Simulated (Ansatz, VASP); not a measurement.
One calculation of W, two programs

The input INCAR:

```
SYSTEM = W
PREC     = Accurate       ! precision mode
ENCUT    = 520            ! plane-wave cutoff, eV
EDIFF    = 1E-6           ! SCF threshold, eV
ISMEAR   = 0              ! smearing method
SIGMA    = 0.15           ! smearing width, eV
LREAL    = .FALSE.        ! projectors in reciprocal space
LASPH    = .TRUE.         ! aspherical terms in the spheres
NELM     = 60             ! most SCF steps
ALGO     = Fast           ! electronic algorithm
ISIF     = 2              ! what is computed and relaxed
LWAVE    = .FALSE.        ! write WAVECAR
LCHARG   = .TRUE.         ! write CHGCAR
GGA      = PS             ! functional
LELF     = .TRUE.         ! ELF
LVHAR    = .TRUE.       
NBANDS   = 21             ! bands
```

KPOINTS

```
regular mesh
0
G
  16 16 12
  0 0 0
```

POSCAR

```
W
1.0
    0.0000000000     -1.9991269216     -1.9991269216
    0.0000000000      1.9991269216     -1.9991269216
    3.9982538432      0.0000000000      0.0000000000
W
2
Direct
    0.5404176439      0.4595823561      0.4965985151
   -0.0404176439      0.0404176439      0.0034014849
```

Input for Ansatz:

```yaml
crystal:
  lattice:
    - [0.0, -1.9991269216, -1.9991269216]
    - [0.0, 1.9991269216, -1.9991269216]
    - [3.9982538432, 0.0, 0.0]
  atoms:
    - { symbol: W, position: [0.5404176439, 0.4595823561, 0.4965985151] }
    - { symbol: W, position: [-0.0404176439, 0.0404176439, 0.0034014849] }
basis:
  ecutwfc: 420
kpoints:
  mp_grid: { grid: [16, 16, 12] }
hamiltonian:
  xc: pbesol
  pseudopotentials: { kind: paw, azcp: { folder: soft_1 } }
scf:
  occupations: { method: gaussian, width: 0.15 }
output:
  forces: true
  stress: true
  eigenvalues: true
```

Change from the starting cell: mode 4 frozen in at -0.162 Å and mode 6 at -0.014 Å (largest displacements).

Alike in both runs: task single point; functional PBEsol; k mesh 16 × 16 × 12; occupations gaussian, width 0.15 eV; no spin polarisation.

```csv
,VASP,Ansatz
version,VASP 6.6.1,Ansatz 0.2.0
potentials or method,"VASP PAW PBE potentials, release 64 (W_sv), cutoff 520 eV","scalar-relativistic, plane waves, PAW"
valence electrons in the cell,28,28
```

```tsv
	VASP	Ansatz	Ansatz less VASP
gap on the k mesh at the Fermi level (eV)	none	none	-
pressure (GPa)	6.8	6.1	-0.70
traceless stress, the component that is largest in VASP (GPa)	-7.20	-7.15	+0.049
rms of the force components (eV/Å)	0.724	0.711	-0.0123
```

VASP's potentials were made for PBE, not for PBEsol, and Ansatz warns of the same on its side. Atom by atom the forces differ by 0.012 eV/Å (rms over components). A gap of «none» marks a metal or a gap that the smearing closes.

Spin-orbit coupling is off throughout.
